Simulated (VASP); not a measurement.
Write the native input for VASP 6.6.1 that does the following.

| Quantity | Value |
| --- | --- |
| Task | relaxation of cell and atoms |
| Functional | revPBE |
| Potentials or basis | VASP PAW PBE potentials, release 64 (Zn, O) |
| Cutoff | 600 eV |
| k mesh | 7 × 7 × 4 |
| Occupations | fermi-dirac, width 0.05 eV |
| Spin | no spin polarisation |
| Dipole correction | no |
| Further INCAR settings | ALGO = Normal; EDIFF = 1e-06; IBRION = 2; EDIFFG = -0.01; NSW = 60; ISIF = 3 |

The structure of ZnO (zincite) lies in POSCAR:

```
ZnO
1.0
    3.2493080000      0.0000000000      0.0000000000
   -1.6246540000      2.8139832727      0.0000000000
    0.0000000000      0.0000000000      5.2057090000
Zn O
2 2
Direct
    0.6666666667      0.3333333333      0.0000000000
    0.3333333333      0.6666666667      0.5000000000
    0.3333333333      0.6666666667      0.8790100000
    0.6666666667      0.3333333333      0.3790100000
```

These files were run (other wordings do the same):

INCAR

```
ALGO = Normal
EDIFF = 1E-6
EDIFFG = -0.01
ENCUT = 600
GGA = RE
IBRION = 2
ISIF = 3
ISMEAR = -1
LASPH = True
LCHARG = False
LREAL = False
LWAVE = False
NELM = 80
NSW = 60
PREC = Accurate
SIGMA = 0.05
```

KPOINTS

```
k-points
0
Gamma
  7 7 4
```

Potentials or basis: VASP PAW PBE potentials, release 64 (Zn, O).

Launch:

```console
$ cat potpaw_PBE.64/Zn/POTCAR potpaw_PBE.64/O/POTCAR > POTCAR
$ mpirun -np 1 vasp_std > vasp.out
```

It gave:

| Item | Value |
| --- | --- |
| Relaxed volume | 12.73 Å³/atom |
| Relaxed cell | a = 3.317 Å, b = 3.317 Å, c = 5.342 Å, α = 90.00°, β = 90.00°, γ = 120.00° |
| Space group after relaxing (to 0.05 Å) | P6_3mc (No. 186) |
| Energy gained by relaxing | 22.2 meV/atom |
| Ionic steps | 5 |
| Pressure after relaxing | -0.1 GPa |
| Largest force after relaxing | 0.009 eV/Å |
| Band gap on the k mesh | 0.75 eV, direct |

Caveat: the PAW data sets were made with another functional, which shifts forces and pressure a little.

Run time: 110 s on 1 thread of AMD EPYC 7R43 64-Core Processor (Zen 3), with other jobs on the host, peak memory 0.16 GiB.
